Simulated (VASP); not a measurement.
Input of a VASP 6.6.1 run:

INCAR

```
ALGO = Normal ; EDIFF = 1E-7
ENCUT = 520 ; GGA = PE
GGA_COMPAT = F ; ISIF = 2
ISMEAR = -1 ; LASPH = T
LCHARG = T ; LMAXMIX = 4
LORBIT = 11 ; LORBMOM = T
LREAL = F ; LSORBIT = T
LVHAR = T ; LWAVE = F
MAGMOM = 0 0 0 ; NBANDS = 19
NELM = 150 ; PREC = Accurate
SIGMA = 0.05
```

Contents of KPOINTS:

```
k-points
0
Gamma
  19 19 19
```

The input POSCAR:

```
Os
1.0
   -1.5474325327      1.5474325327      1.5474325327
    1.5474325327     -1.5474325327      1.5474325327
    1.5474325327      1.5474325327     -1.5474325327
Os
1
Direct
    0.0000000000      0.0000000000      0.0000000000
```

Potentials or basis: VASP PAW PBE potentials, release 64 (Os).

Run with:

```sh
$ cat potpaw_PBE.64/Os/POTCAR > POTCAR
$ mpirun -np 1 vasp_ncl > vasp.out
```

Question: Predict the net moment.

Answer: 0.00 μB per cell.

Question: Estimate the pressure.

Answer: 0.1 GPa.

Moments on the atoms (μB; x, y, z):
```
Os  0.00 0.00 0.00
```
